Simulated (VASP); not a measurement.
Input of a VASP 6.6.1 run:

File INCAR:

```
SYSTEM = SmNb
  ALGO = Normal
  EDIFF = 1E-7
  EDIFFG = -0.01
  ENCUT = 500
  GGA = PE
  GGA_COMPAT = .False.
  IBRION = 2
  ISIF = 3
  ISMEAR = 0
  LASPH = .True.
  LCHARG = .False.
  LMAXMIX = 6
  LREAL = .False.
  LWAVE = .False.
  NELM = 200
  NELMIN = 4
  NSW = 100
  PREC = Accurate
  SIGMA = 0.1
```

The input KPOINTS:

```
k-points
0
Gamma
  10 10 6
  0 0 0
```

File POSCAR:

```
SmNb
1.0
    3.5188157014      0.0000000000      0.0000000000
    0.0000000000      3.5188157014      0.0000000000
    0.0000000000      0.0000000000      8.2426793570
Sm Nb
2 2
Direct
    0.5000000000      0.0000000000      0.8257600361
    0.0000000000      0.5000000000      0.1742399639
    0.5000000000      0.0000000000      0.4216317117
    0.0000000000      0.5000000000      0.5783682883
```

Potentials or basis: VASP PAW PBE potentials, release 64 (Sm_3, Nb_sv), 4f in core.

Command:

```bash
$ cat potpaw_PBE.64/Sm_3/POTCAR potpaw_PBE.64/Nb_sv/POTCAR > POTCAR
$ mpirun -np 1 vasp_std > vasp.out
```

Task: Estimate the relaxed volume.

Result: 25.60 Å³/atom.

Task: Estimate the space group after relaxing (to 0.1 Å).

Result: P4/nmm (No. 129).

The path:
| step | energy change (eV) | largest force (eV/Å) | pressure (GPa) | volume (Å³) |
| --- | --- | --- | --- | --- |
| 1 | 0.0000 | 0.0187 | 0.17 | 102.06 |
| 2 | -0.0001 | 0.0308 | -0.15 | 102.46 |
| 3 | -0.0002 | 0.0232 | -0.04 | 102.31 |
| 4 | -0.0003 | 0.0202 | -0.02 | 102.31 |
| 5 | -0.0004 | 0.0139 | 0.02 | 102.32 |
| 6 | -0.0004 | 0.0090 | 0.01 | 102.38 |

Caveat: spin-orbit coupling is left out, which moves the levels of the heavy elements; the 4f electrons are frozen in the core, so they carry no moment and show no levels. Spin polarisation is off, so any magnetic state and its effect on volume and gap are missing.
